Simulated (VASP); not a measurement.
A run of VASP 6.6.1:

File POSCAR:

```
BP
1.0
    0.0000000000      2.2690000000      2.2690000000
    2.2690000000      0.0000000000      2.2690000000
    2.2690000000      2.2690000000      0.0000000000
B P
1 1
Direct
    0.0000000000      0.0000000000      0.0000000000
    0.2500000000      0.2500000000      0.2500000000
```

The input INCAR.step1:

```
ALGO     = Normal         # electronic algorithm
EDIFF    = 1E-8           # SCF threshold, eV
ENCUT    = 500            # plane-wave cutoff, eV
GGA      = PE             # functional
ISMEAR   = 0              # smearing method
LASPH    = T              # aspherical terms in the spheres
LCHARG   = F              # write CHGCAR
LREAL    = F              # projectors in reciprocal space
LWAVE    = T              # write WAVECAR
NELM     = 100            # most SCF steps
PREC     = Accurate       # precision mode
SIGMA    = 0.01           # smearing width, eV
```

The input INCAR.step2:

```
ALGO     = Exact          # electronic algorithm
EDIFF    = 1E-8           # SCF threshold, eV
ENCUT    = 500            # plane-wave cutoff, eV
GGA      = PE             # functional
ISMEAR   = 0              # smearing method
ISTART   = 1            
LASPH    = T              # aspherical terms in the spheres
LCHARG   = F              # write CHGCAR
LOPTICS  = T              # frequency-dependent dielectric function
LREAL    = F              # projectors in reciprocal space
LWAVE    = T              # write WAVECAR
NBANDS   = 333            # bands
NELM     = 1              # most SCF steps
PREC     = Accurate       # precision mode
SIGMA    = 0.01           # smearing width, eV
```

INCAR.step3

```
ALGO     = EVGW0          # electronic algorithm
EDIFF    = 1E-8           # SCF threshold, eV
ENCUT    = 500            # plane-wave cutoff, eV
ENCUTGW  = 200            # cutoff of the response function
GGA      = PE             # functional
ISMEAR   = 0              # smearing method
ISTART   = 1            
LASPH    = T              # aspherical terms in the spheres
LCHARG   = F              # write CHGCAR
LREAL    = F              # projectors in reciprocal space
LWAVE    = F              # write WAVECAR
NBANDS   = 333            # bands
NBANDSGW = 12           
NELMGW   = 1            
NOMEGA   = 48             # frequency points
PREC     = Accurate       # precision mode
PRECFOCK = Fast         
SIGMA    = 0.01           # smearing width, eV
```

KPOINTS

```
k-points
0
Gamma
  2 2 2
```

Potentials or basis: VASP PAW PBE potentials, release 64 (B_GW, P_GW).

Run with:

```bash
$ cat potpaw_PBE.64/B_GW/POTCAR potpaw_PBE.64/P_GW/POTCAR > POTCAR
$ cp INCAR.step1 INCAR
$ mpirun -np 1 vasp_std > vasp.out
$ cp INCAR.step2 INCAR
$ mpirun -np 1 vasp_std > vasp.out
$ cp INCAR.step3 INCAR
$ mpirun -np 1 vasp_std > vasp.out
```

Hardware: 1 thread of Intel(R) Xeon(R) Platinum 8375C CPU @ 2.90GHz (Ice Lake), on a shared host.

Q: Estimate the wall time of this run.

A: Wall time 19 s on 1 thread of Intel(R) Xeon(R) Platinum 8375C CPU @ 2.90GHz (Ice Lake), with other jobs on the host, peak memory 0.19 GiB. Counts: k points 3.
